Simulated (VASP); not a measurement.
# Be (Fm-3m) in VASP: a series of runs

Runs on Be. Level: r2SCAN. Tasks: single point, relaxation of cell and atoms.

Program: VASP 6.6.1. These are calculated values, not measurements. Logs are shortened: lines on timing, memory, paths and dates and some standing lists are left out, and cuts for length are marked.

**1. The cell of the first run**

The structure is cubic, space group Fm-3m (No. 225). Conventional cell: a = 3.159 Å, b = 3.159 Å, c = 3.159 Å, α = 90.00°, β = 90.00°, γ = 90.00°. Within 3.0 Å of Be (site symmetry m-3m) lie 12 Be at 2.23 Å.

This isn't the form of Be at room conditions, which is hcp.

**2. Single point, r2SCAN**

Contents of POSCAR:

```
Be
1.0
    0.0000000000      1.5797401816      1.5797401816
    1.5797401816      0.0000000000      1.5797401816
    1.5797401816      1.5797401816      0.0000000000
Be
1
Direct
    0.0000000000      0.0000000000      0.0000000000
```

Contents of INCAR.step1:

```
SYSTEM = Be
  PREC = Accurate
  ENCUT = 520
  ISMEAR = -1
  SIGMA = 0.1
  LREAL = .False.
  LASPH = .True.
  NELM = 60
  NBANDS = 7
  GGA = PE
  ALGO = Normal
  EDIFF = 1E-4
  LWAVE = .True.
  LCHARG = .False.
```

Contents of INCAR.step2:

```
SYSTEM = Be
  PREC = Accurate
  ENCUT = 520
  EDIFF = 1E-6
  ISMEAR = -1
  SIGMA = 0.1
  LREAL = .False.
  LASPH = .True.
  NELM = 60
  ALGO = Normal
  ISIF = 2
  LWAVE = .False.
  LCHARG = .False.
  METAGGA = R2SCAN
  LMIXTAU = .True.
  NBANDS = 7
  ISTART = 1
```

Contents of KPOINTS:

```
regular mesh
0
Gamma
  28 28 28
  0 0 0
```

Potentials or basis: VASP PAW PBE potentials, release 64 (Be).

Launch:

```
> cat potpaw_PBE.64/Be/POTCAR > POTCAR
> cp INCAR.step1 INCAR
> mpirun -np 1 vasp_std > vasp.out
> cp INCAR.step2 INCAR
> mpirun -np 1 vasp_std > vasp.out
```

OUTCAR:

```text
SYSTEM = Be
   PREC = Accurate
   ENCUT = 520
   EDIFF = 1E-6
   ISMEAR = -1
   LREAL = .False.
   LASPH = .True.
   NELM = 60
   ISIF = 2
   METAGGA = R2SCAN
   ISTART = 1

 ion  position               nearest neighbor table
   1  0.000  0.000  0.000-

  LATTYP: Found a face centered cubic cell.
 ALAT       =     3.1594803632

  Lattice vectors:

 A1 = (   0.0000000000,   1.5797401816,   1.5797401816)
 A2 = (   1.5797401816,   0.0000000000,   1.5797401816)
 A3 = (   1.5797401816,   1.5797401816,   0.0000000000)

Analysis of symmetry for initial positions (statically):
=====================================================================
 Subroutine PRICEL returns:
 Original cell was already a primitive cell.

 Routine SETGRP: Setting up the symmetry group for a
 face centered cubic supercell.

 Subroutine GETGRP returns: Found 48 space group operations
 (whereof 48 operations were pure point group operations)
 out of a pool of 48 trial point group operations.

The static configuration has the point symmetry O_h .

Analysis of symmetry for dynamics (positions and initial velocities):
=====================================================================
 Subroutine PRICEL returns:
 Original cell was already a primitive cell.

 Routine SETGRP: Setting up the symmetry group for a
 face centered cubic supercell.

 Subroutine GETGRP returns: Found 48 space group operations
 (whereof 48 operations were pure point group operations)
 out of a pool of 48 trial point group operations.

The dynamic configuration has the point symmetry O_h .

 Subroutine INISYM returns: Found 48 space group operations
 (whereof 48 operations are pure point group operations),
 and found     1 'primitive' translations

----------------------------------------------------------------------------------------

                                     Primitive cell

  volume of cell :       7.8847

  direct lattice vectors                    reciprocal lattice vectors
     0.000000000  1.579740182  1.579740182    -0.316507743  0.316507743  0.316507743
     1.579740182  0.000000000  1.579740182     0.316507743 -0.316507743  0.316507743
     1.579740182  1.579740182  0.000000000     0.316507743  0.316507743 -0.316507743

  length of vectors
     2.234089990  2.234089990  2.234089990     0.548207493  0.548207493  0.548207493

  position of ions in fractional coordinates (direct lattice)
     0.000000000  0.000000000  0.000000000

  ion indices of the primitive-cell ions
   primitive index   ion index
                 1           1

----------------------------------------------------------------------------------------

 KPOINTS: regular mesh

Automatic generation of k-mesh.
 Grid dimensions read from file:
 generate k-points for:   28   28   28

 Generating k-lattice:

  Cartesian coordinates                     Fractional coordinates (reciprocal lattice)
    -0.011303848  0.011303848  0.011303848     0.035714286  0.000000000  0.000000000
     0.011303848 -0.011303848  0.011303848     0.000000000  0.035714286  0.000000000
     0.011303848  0.011303848 -0.011303848     0.000000000  0.000000000  0.035714286

  Length of vectors
     0.019578839  0.019578839  0.019578839

  Shift w.r.t. Gamma in fractional coordinates (k-lattice)
     0.000000000  0.000000000  0.000000000

 Subroutine IBZKPT returns following result:
 ===========================================

 Found    624 irreducible k-points:

 Following reciprocal coordinates:
            Coordinates               Weight
  0.000000  0.000000  0.000000      1.000000
  0.035714  0.000000  0.000000      8.000000
  0.071429  0.000000  0.000000      8.000000
  0.107143  0.000000  0.000000      8.000000
  0.142857  0.000000  0.000000      8.000000
  0.178571  0.000000  0.000000      8.000000
[... 16 lines left out ...]
  0.285714  0.035714  0.000000     24.000000
  0.321429  0.035714  0.000000     24.000000
 [... further k-points ...]
   k-points           NKPTS =    624   k-points in BZ     NKDIM =    624   number of bands    NBANDS=      7
   number of dos      NEDOS =    301   number of ions     NIONS =      1
   total plane-waves  NPLWV =   5832
   dimension x,y,z NGX =    18 NGY =   18 NGZ =   18
   dimension x,y,z NGXF=    36 NGYF=   36 NGZF=   36
   ions per type =               1
   NGX,Y,Z   is equivalent  to a cutoff of  13.39, 13.39, 13.39 a.u.
   NGXF,Y,Z  is equivalent  to a cutoff of  26.79, 26.79, 26.79 a.u.
 SYSTEM =  Be
   PREC   = accura    normal or accurate (medium, high low for compatibility)
   ISTART =      1    job   : 0-new  1-cont  2-samecut
   ICHARG =      0    charge: 1-file 2-atom 10-const
   ISPIN  =      1    spin polarized calculation?
   LNONCOLLINEAR =      F non collinear calculations
   LSORBIT =      F    spin-orbit coupling
   LASPH  =      T    aspherical Exc in radial PAW
   ENCUT  =  520.0 eV  38.22 Ry    6.18 a.u.   4.15  4.15  4.15*2*pi/ulx,y,z
   NELM   =     60;   NELMIN=  2; NELMDL=  0     # of ELM steps
   EDIFF  = 0.1E-05   stopping-criterion for ELM
   LREAL  =      F    real-space projection
   EDIFFG = 0.1E-04   stopping-criterion for IOM
   NSW    =      0    number of steps for IOM
   IBRION =     -1    ionic relax: 0-MD 1-quasi-New 2-CG
   NFREE  =      0    steps in history (QN), initial steepest desc. (CG)
   ISIF   =      2    stress and relaxation
   ISYM   =      2    0-nonsym 1-usesym 2-fastsym
   POTIM  = 0.5000    time-step for ionic-motion
   TEBEG  =    0.0;   TEEND  =   0.0 temperature during run
   PSTRESS=    0.0 pullay stress
   NELECT =       2.0000    total number of electrons
   NUPDOWN=      -1.0000    fix difference up-down
   EMIN   =  10.00;   EMAX   =-10.00  energy-range for DOS
   EFERMI =   0.00;   METHOD = LEGACY
   ISMEAR =    -1;   SIGMA  =   0.10  broadening in eV -4-tet -1-fermi 0-gaus
   EFERMI_NEDOS =   21; number of points for ismear=-14 and -15
   IALGO  =     38    algorithm
   IMIX   =      4    mixing-type and parameters
     AMIX     =   0.40;   BMIX     =  1.00
     AMIX_MAG =   1.60;   BMIX_MAG =  1.00
  volume/ion in A,a.u.               =       7.88        53.21
  Fermi-wavevector in a.u.,A,eV,Ry     =   1.036309  1.958340 14.611784  1.073936
  Thomas-Fermi vector in A             =   2.170693
   LORBIT       =      0    0 simple, 1 ext, 2 COOP (PROOUT), +10 PAW based schemes
   METAGGA = R2SCAN    functional components
   LHFCALC =     F    Hartree Fock is set to
   AEXX    =    0.0000 exact exchange contribution
   IVDW    =     0    specifies the selected vdW correction
   LEPSILON=     F    determine dielectric tensor
   LRPA    =     F    only Hartree local field effects (RPA)
 non-spin polarized calculation
  energy-cutoff  :      520.00
  volume of cell :        7.88
 maximum number of plane-waves:       222
 NGX is ok and might be reduce to    18
   NGX =  9   NGY =  9   NGZ =  9

 number of electron       2.0000000 magnetization

 Free energy of the ion-electron system (eV)
  ---------------------------------------------------
  ext. energy  EPLUGINS =         0.00000000
  ---------------------------------------------------
  free energy    TOTEN  =        -4.25789425 eV

  energy without entropy =       -4.25429324  energy(sigma->0) =       -4.25609374

 E-fermi :   7.6169     XC(G=0): -11.2720

 val. band max:        7.5788918655   @ k =   0.5000   0.0000   0.0000
 cond. band min:       7.6266952285   @ k =  -0.4643   0.0714   0.0357
 fundamental gap:      0.0478033629
 Fermi energy:         7.6168845451

 k-point     1 :       0.0000    0.0000    0.0000
  band No.  band energies     occupation
      1      -5.1069      2.00000
      2      28.7445      0.00000
      3      28.7445      0.00000
      4      28.7445      0.00000
      5      38.1837      0.00000
      6      38.1837      0.00000
      7      38.1837      0.00000

 k-point     2 :       0.0357    0.0000    0.0000
  band No.  band energies     occupation
      1      -5.0612      2.00000
      2      28.3451      0.00000
      3      28.6589      0.00000
      4      28.6589      0.00000
      5      37.5064      0.00000
      6      38.3433      0.00000
      7      38.3433      0.00000

 k-point     3 :       0.0714    0.0000    0.0000
  band No.  band energies     occupation
      1      -4.9241      2.00000
      2      27.2171      0.00000
      3      28.4229      0.00000
      4      28.4229      0.00000
      5      36.7678      0.00000
      6      38.7863      0.00000
      7      38.7863      0.00000

 k-point     4 :       0.1071    0.0000    0.0000
  band No.  band energies     occupation
      1      -4.6956      2.00000
      2      25.5634      0.00000
      3      28.0848      0.00000
      4      28.0848      0.00000
      5      36.4745      0.00000
      6      39.4039      0.00000
      7      39.4039      0.00000

 k-point     5 :       0.1429    0.0000    0.0000
  band No.  band energies     occupation
      1      -4.3759      2.00000
      2      23.6223      0.00000
      3      27.6970      0.00000
      4      27.6970      0.00000
      5      36.5410      0.00000
      6      39.9867      0.00000
      7      39.9867      0.00000

 k-point     6 :       0.1786    0.0000    0.0000
  band No.  band energies     occupation
      1      -3.9653      2.00000
      2      21.5647      0.00000
      3      27.3014      0.00000
      4      27.3014      0.00000
      5      36.8471      0.00000
      6      40.1854      0.00000
      7      40.1854      0.00000

 k-point     7 :       0.2143    0.0000    0.0000
  band No.  band energies     occupation
      1      -3.4647      2.00000
      2      19.4897      0.00000
      3      26.9264      0.00000
      4      26.9264      0.00000
      5      37.2974      0.00000
      6      39.7829      0.00000
      7      39.7829      0.00000
[... 121 lines left out ...]
 k-point    20 :       0.1786    0.0357    0.0000
  band No.  band energies     occupation
      1      -4.0712      2.00000
      2      22.2637      0.00000
      3      26.6034      0.00000
      4      28.0227      0.00000
      5      36.1704      0.00000
      6      39.8448      0.00000
      7      41.0401      0.00000

 k-point    21 :       0.2143    0.0357    0.0000
  band No.  band energies     occupation
      1      -3.6003      2.00000
      2      20.1939      0.00000
      3      26.1993      0.00000
      4      27.6653      0.00000
      5      36.5303      0.00000
      6      39.2897      0.00000
      7      40.8678      0.00000

 k-point    22 :       0.2500    0.0357    0.0000
  band No.  band energies     occupation
      1      -3.0403      2.00000
      2      18.1446      0.00000
      3      25.8546      0.00000
      4      27.3056      0.00000
      5      36.6590      0.00000
      6      38.8399      0.00000
      7      40.2028      0.00000

 k-point    23 :       0.2857    0.0357    0.0000
  band No.  band energies     occupation
      1      -2.3939      2.00000
      2      16.1574      0.00000
      3      25.5776      0.00000
      4      26.9601      0.00000
      5      36.2619      0.00000
      6      38.9894      0.00000
      7      39.3295      0.00000

 k-point    24 :       0.3214    0.0357    0.0000
  band No.  band energies     occupation
      1      -1.6664      2.00000
      2      14.2607      0.00000
      3      25.3721      0.00000
      4      26.6366      0.00000
      5      35.6188      0.00000
      6      38.4317      0.00000
      7      39.3629      0.00000

 [... further k-points ...]

------------------------ aborting loop because EDIFF is reached ----------------------------------------

  FORCE on cell =-STRESS in cart. coord.  units (eV):
  Direction    XX          YY          ZZ          XY          YZ          ZX
  --------------------------------------------------------------------------------------
  -------------------------------------------------------------------------------------
  Total        0.0114370      0.0114370      0.0114370     -0.0000000      0.0000000      0.0000000
  in kB        2.3239878      2.3239878      2.3239878     -0.0000000      0.0000000      0.0000000
  external PRESSURE =       2.3239878 kB  Pullay stress =       0.0000000 kB

 VOLUME and BASIS-vectors are now :
 -----------------------------------------------------------------------------
  energy-cutoff  :      520.00
  volume of cell :        7.88
      direct lattice vectors                 reciprocal lattice vectors
     0.000000000  1.579740182  1.579740182    -0.316507743  0.316507743  0.316507743
     1.579740182  0.000000000  1.579740182     0.316507743 -0.316507743  0.316507743
     1.579740182  1.579740182  0.000000000     0.316507743  0.316507743 -0.316507743

 POSITION                                       TOTAL-FORCE (eV/Angst)
 -----------------------------------------------------------------------------------
      0.00000      0.00000      0.00000         0.000000      0.000000      0.000000
 -----------------------------------------------------------------------------------
    total drift:                               -0.000000      0.000000     -0.000000

  FREE ENERGIE OF THE ION-ELECTRON SYSTEM (eV)
  ---------------------------------------------------
  free  energy   TOTEN  =        -4.2578942519 eV

  energy  without entropy=       -4.2542932365  energy(sigma->0) =       -4.25609374
```

Wall time 2.4 min (1 thread of AMD EPYC 7R13, shared host); peak memory 0.11 GiB.

What came out:

| Property | Result |
| --- | --- |
| Free energy | -4.2579 eV |
| Pressure | 0.2 GPa |
| Band gap on the k mesh | zero (bands 1 and 2 overlap by 1.33 eV) |

Levels at points of the mesh, in eV from the Fermi level:
```csv
k point,band 1,band 2,band 3,band 4
"(0.00, 0.00, 0.00)",-12.72,21.13,21.13,21.13
"(0.50, 0.00, 0.00)",-5.60,-0.04,17.96,17.96
"(0.50, 0.50, 0.00)",-2.73,3.92,10.39,10.39
```

Caveat: the PAW data sets were made with another functional, which shifts forces and pressure a little.

(Continued in part 2 of 2.)
